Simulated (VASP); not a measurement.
Crystal: MnS.

```
Mn S
1.0
     0.00000    2.60450    2.60450
     2.60450    0.00000    2.60450
     2.60450    2.60450    0.00000
Mn S
1 1
Direct
  0.00000 0.00000 0.00000
  0.50000 0.50000 0.50000
```

Base run:

| Property | Result |
| --- | --- |
| Program | VASP 6.6.1 |
| Functional | PBE |
| Potentials or basis | VASP PAW PBE potentials, release 64 (Mn_pv, S) |
| Cutoff | 520 eV |
| k mesh | 6 × 6 × 6 |
| Occupations | fermi-dirac, width 0.15 eV |
| Spin | collinear spin, ferromagnetic start |
| Starting moments | [2.8, 0.0] μB |

Its results: pressure -3.7 GPa; net moment 4.63 μB per cell; site moments Mn +4.21; S +0.09 μB.

Question: The run is repeated on the same cell with these changes: k mesh from 6 × 6 × 6 to 3 × 3 × 3; further incar settings from ALGO = Normal; EDIFF = 1e-06; NBANDS = 20 to ALGO = Normal; EDIFF = 1e-07; NBANDS = 20. What comes out?

Answer: Pressure -4.2 GPa; net moment 4.50 μB per cell; site moments Mn +4.14; S +0.07 μB.

Caveats: some runs use coarse meshes; a cell with one magnetic atom can't hold antiferromagnetic order, which such compounds often take; the cell stands under tension (at least some runs).
